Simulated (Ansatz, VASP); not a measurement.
C in VASP and in Ansatz

File INCAR:

```
SYSTEM = C
PREC = Accurate
ENCUT = 600
EDIFF = 1E-6
ISMEAR = 0
SIGMA = 0.01
LREAL = .FALSE.
LASPH = .TRUE.
NELM = 120
ALGO = Normal
ISIF = 2
LWAVE = .FALSE.
LCHARG = .FALSE.
GGA = PE
IVDW = 13
NBANDS = 11
GGA_COMPAT = .FALSE.
```

The input KPOINTS:

```
regular mesh
0
G
  8 8 8
  0 0 0
```

POSCAR

```
C
1.0
    0.0000000000      1.7801241411      1.7801241411
    1.7801241411      0.0000000000      1.7801241411
    1.7801241411      1.7801241411      0.0000000000
C
2
Direct
    0.0000000000      0.0000000000      0.0000000000
    0.2500000000      0.2500000000      0.2500000000
```

Input for Ansatz:

```yaml
crystal:
  lattice:
    - [0.0, 1.7801241411, 1.7801241411]
    - [1.7801241411, 0.0, 1.7801241411]
    - [1.7801241411, 1.7801241411, 0.0]
  atoms:
    - { symbol: C, position: [0.0, 0.0, 0.0] }
    - { symbol: C, position: [0.25, 0.25, 0.25] }
kpoints:
  mp_grid: { grid: [8, 8, 8] }
hamiltonian:
  xc: pbe
  dispersion: d4
scf:
  occupations: { method: fixed }
  n_extra_bands: 4
output:
  forces: true
  stress: true
  eigenvalues: true
```

Alike in both runs: task single point; functional PBE; dispersion D4; k mesh 8 × 8 × 8; no spin polarisation.

|  | VASP | Ansatz |
| --- | --- | --- |
| version | VASP 6.6.1 | Ansatz 0.2.0 |
| potentials or method | VASP PAW PBE potentials, release 64 (C) | plane waves |
| plane-wave cutoff (eV) | 600 | 420 |
| occupations | gaussian, width 0.01 eV | fixed |
| valence electrons in the cell | 8 | 8 |

VASP gave:

* gap on the k mesh at the Fermi level (eV): 4.14
* pressure (GPa): -1.1

Question: What did Ansatz give for the same quantities?

Answer: gap on the k mesh at the Fermi level (eV): 4.15; pressure (GPa): -1.1.
